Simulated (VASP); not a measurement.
A run of VASP 6.6.1 is set up as follows.

File INCAR:

```
SYSTEM = LaSi26C27
PREC = Accurate
ENCUT = 520
EDIFF = 1E-8
ISMEAR = -1
SIGMA = 0.01
LREAL = Auto
LASPH = .True.
NELM = 100
ALGO = Normal
ISIF = 2
LWAVE = .False.
LCHARG = .False.
GGA = PE
LEFG = .True.
NELECT = 224.0
NBANDS = 144
```

The input KPOINTS:

```
regular mesh
0
Gamma
  3 3 3
  0 0 0
```

The input POSCAR:

```
LaSi26C27
1.0
    0.0000000000      6.5370000000      6.5370000000
    6.5370000000      0.0000000000      6.5370000000
    6.5370000000      6.5370000000      0.0000000000
La Si C
1 26 27
Direct
    0.0000000000      0.0000000000      0.0000000000
    0.0000000000      0.0000000000      0.3333333333
    0.0000000000      0.0000000000      0.6666666667
    0.0000000000      0.3333333333      0.0000000000
    0.0000000000      0.3333333333      0.3333333333
    0.0000000000      0.3333333333      0.6666666667
    0.0000000000      0.6666666667      0.0000000000
    0.0000000000      0.6666666667      0.3333333333
    0.0000000000      0.6666666667      0.6666666667
    0.3333333333      0.0000000000      0.0000000000
    0.3333333333      0.0000000000      0.3333333333
    0.3333333333      0.0000000000      0.6666666667
    0.3333333333      0.3333333333      0.0000000000
    0.3333333333      0.3333333333      0.3333333333
    0.3333333333      0.3333333333      0.6666666667
    0.3333333333      0.6666666667      0.0000000000
    0.3333333333      0.6666666667      0.3333333333
    0.3333333333      0.6666666667      0.6666666667
    0.6666666667      0.0000000000      0.0000000000
    0.6666666667      0.0000000000      0.3333333333
    0.6666666667      0.0000000000      0.6666666667
    0.6666666667      0.3333333333      0.0000000000
    0.6666666667      0.3333333333      0.3333333333
    0.6666666667      0.3333333333      0.6666666667
    0.6666666667      0.6666666667      0.0000000000
    0.6666666667      0.6666666667      0.3333333333
    0.6666666667      0.6666666667      0.6666666667
    0.0833333333      0.0833333333      0.0833333333
    0.0833333333      0.0833333333      0.4166666667
    0.0833333333      0.0833333333      0.7500000000
    0.0833333333      0.4166666667      0.0833333333
    0.0833333333      0.4166666667      0.4166666667
    0.0833333333      0.4166666667      0.7500000000
    0.0833333333      0.7500000000      0.0833333333
    0.0833333333      0.7500000000      0.4166666667
    0.0833333333      0.7500000000      0.7500000000
    0.4166666667      0.0833333333      0.0833333333
    0.4166666667      0.0833333333      0.4166666667
    0.4166666667      0.0833333333      0.7500000000
    0.4166666667      0.4166666667      0.0833333333
    0.4166666667      0.4166666667      0.4166666667
    0.4166666667      0.4166666667      0.7500000000
    0.4166666667      0.7500000000      0.0833333333
    0.4166666667      0.7500000000      0.4166666667
    0.4166666667      0.7500000000      0.7500000000
    0.7500000000      0.0833333333      0.0833333333
    0.7500000000      0.0833333333      0.4166666667
    0.7500000000      0.0833333333      0.7500000000
    0.7500000000      0.4166666667      0.0833333333
    0.7500000000      0.4166666667      0.4166666667
    0.7500000000      0.4166666667      0.7500000000
    0.7500000000      0.7500000000      0.0833333333
    0.7500000000      0.7500000000      0.4166666667
    0.7500000000      0.7500000000      0.7500000000
```

Potentials or basis: VASP PAW PBE potentials, release 64 (La, Si, C).

The run is started by

```console
$ cat potpaw_PBE.64/La/POTCAR potpaw_PBE.64/Si/POTCAR potpaw_PBE.64/C/POTCAR > POTCAR
$ mpirun -np 1 vasp_std > vasp.out
```

Task: What does it give for the largest force?

Result: 11.537 eV/Å.

Electric field gradients, principal values (V/Å²):
```csv
atom,least,middle,greatest (by size)
1 La,-0.001,-0.001,0.001
2 Si,1.064,5.629,-6.693
3 Si,1.064,5.629,-6.693
4 Si,1.064,5.629,-6.693
5 Si,-0.729,-0.729,1.458
6 Si,1.064,5.629,-6.693
7 Si,1.064,5.629,-6.693
8 Si,1.064,5.629,-6.693
9 Si,0.098,0.098,-0.197
10 Si,1.064,5.629,-6.693
11 Si,-0.729,-0.729,1.458
12 Si,1.064,5.629,-6.693
13 Si,-0.729,-0.729,1.458
14 Si,-0.729,-0.729,1.458
15 Si,0.369,0.747,-1.116
16 Si,1.064,5.629,-6.693
17 Si,0.369,0.747,-1.116
18 Si,0.369,0.747,-1.116
19 Si,1.064,5.629,-6.693
20 Si,1.064,5.629,-6.693
21 Si,0.098,0.098,-0.197
22 Si,1.064,5.629,-6.693
23 Si,0.369,0.747,-1.116
24 Si,0.369,0.747,-1.116
25 Si,0.098,0.098,-0.197
26 Si,0.369,0.747,-1.116
27 Si,0.098,0.098,-0.197
28 C,3.590,3.590,-7.181
29 C,0.286,0.472,-0.757
30 C,3.591,3.591,-7.182
31 C,0.286,0.472,-0.757
32 C,0.286,0.472,-0.758
33 C,-0.472,-0.737,1.209
34 C,3.591,3.591,-7.182
35 C,-0.472,-0.737,1.209
36 C,-0.472,-0.738,1.210
37 C,0.286,0.472,-0.757
38 C,0.286,0.472,-0.758
39 C,-0.472,-0.737,1.209
40 C,0.286,0.472,-0.758
41 C,0.239,0.239,-0.479
42 C,0.240,0.240,-0.480
43 C,-0.472,-0.737,1.209
44 C,0.240,0.240,-0.480
45 C,-0.471,-0.738,1.209
46 C,3.591,3.591,-7.182
47 C,-0.472,-0.737,1.209
48 C,-0.472,-0.738,1.210
49 C,-0.472,-0.737,1.209
50 C,0.240,0.240,-0.480
51 C,-0.471,-0.738,1.209
52 C,-0.472,-0.738,1.210
53 C,-0.471,-0.738,1.209
54 C,-0.001,-0.001,0.001
```

Caveat: the cell carries a net charge on a neutralising background, which shifts energy and pressure; without QUAD_EFG the Cq values of the log hold for a quadrupole moment of 1 mb, not for the nuclei.
